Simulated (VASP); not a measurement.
Wanted: the native input for a VASP 6.6.1 run.

```
Task                   : relaxation of cell and atoms
Functional             : PBE
Potentials or basis    : VASP PAW PBE potentials, release 64 (Zr_sv, Zn, N)
Cutoff                 : 600 eV
k mesh                 : 6 × 6 × 4
Occupations            : gaussian, width 0.1 eV
Spin                   : no spin polarisation
Dipole correction      : no
Further INCAR settings : ALGO = Normal; EDIFF = 1e-06; IBRION = 2; EDIFFG = -0.04; NSW = 90; ISIF = 3
```

The structure of ZrZn4N lies in POSCAR:

```
ZrZn4N
1.0
    4.9385266400      0.0000000000      0.0000000000
   -2.4692633200      4.2768895300      0.0000000000
    0.0000000000      0.0000000000      4.0478714200
Zr Zn N
1 4 1
Direct
    0.0000000000      0.0000000000      0.0000000000
    0.6666666700      0.3333333300      0.0000000000
    0.9995070100      0.4997535000      0.5000000000
    0.5002465000      0.4997535000      0.5000000000
    0.5002465000      0.0004929900      0.5000000000
    0.3333333300      0.6666666700      0.0000000000
```

The cell was generated, and may not be a known phase.

One way to write it, as run:

INCAR

```
SYSTEM = ZrZn4N
PREC = Accurate ; ENCUT = 600
EDIFF = 1E-6 ; ISMEAR = 0
SIGMA = 0.1 ; LREAL = .False.
LASPH = .True. ; NELM = 100
ALGO = Normal ; ISIF = 3
LWAVE = .False. ; LCHARG = .False.
GGA = PE ; IBRION = 2
NSW = 90 ; EDIFFG = -0.04
```

KPOINTS

```
Automatic mesh
0
Gamma
  6 6 4
  0 0 0
```

Potentials or basis: VASP PAW PBE potentials, release 64 (Zr_sv, Zn, N).

Launch:

```sh
$ cat potpaw_PBE.64/Zr_sv/POTCAR potpaw_PBE.64/Zn/POTCAR potpaw_PBE.64/N/POTCAR > POTCAR
$ mpirun -np 1 vasp_std > vasp.out
```

It gave:

```json
{"Relaxed volume": "14.76 Å³/atom", "Relaxed cell": "a = 5.254 Å, b = 5.254 Å, c = 3.705 Å, α = 90.00°, β = 90.00°, γ = 120.00°", "Space group after relaxing (to 0.1 Å)": "P-6m2 (No. 187)", "Energy gained by relaxing": "34.4 meV/atom", "Ionic steps": "11", "Pressure after relaxing": "0.1 GPa", "Largest force after relaxing": "0.024 eV/Å", "Band gap on the k mesh": "zero (an odd number of electrons rules out a gap without spin polarisation)"}
```

Caveat: the k points lie up to 0.42 Å⁻¹ apart in the final cell, too coarse for converged energies and pressures of a metal.

Run time: 7.2 min on 1 thread of Intel(R) Xeon(R) Platinum 8488C (Sapphire Rapids) (shared host), peak memory 0.27 GiB.
